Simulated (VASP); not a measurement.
Here is a VASP 6.6.1 calculation.

INCAR

```
PREC = Accurate ; ENCUT = 520
EDIFF = 1E-7 ; ISMEAR = 0
SIGMA = 0.01 ; LREAL = F
LASPH = T ; NELM = 80
ALGO = Normal ; ISIF = 2
LWAVE = F ; LCHARG = F
GGA = CA ; NBANDS = 26
```

File KPOINTS:

```
regular mesh
0
Gamma
  8 8 4
```

Contents of POSCAR:

```
ZnO
1.0
    3.1552743932      0.0000000000      0.0000000000
   -1.5776371966      2.7325477804      0.0000000000
    0.0000000000      0.0000000000      5.2047246764
Zn O
2 2
Direct
    0.3333333333      0.6666666667      0.5029492769
    0.6666666667      0.3333333333      0.0029492769
    0.6666666667      0.3333333333      0.3760607231
    0.3333333333      0.6666666667      0.8760607231
```

Potentials or basis: VASP PAW LDA potentials, release 64 (Zn, O).

Command:

```console
$ cat potpaw_LDA.64/Zn/POTCAR potpaw_LDA.64/O/POTCAR > POTCAR
$ mpirun -np 1 vasp_std > vasp.out
```

Q: What does it give for the pressure?

A: 2.9 GPa.

Q: Predict the band gap on the k mesh.

A: 0.80 eV, direct.

Forces on the atoms (eV/Å):
```
Zn   0.000  0.000  0.006
Zn   0.000  0.000  0.006
O    0.000  0.000 -0.006
O    0.000  0.000 -0.006
```

Caveat: the cell differs from its parent crystal (film at in-plane strain -0.01).
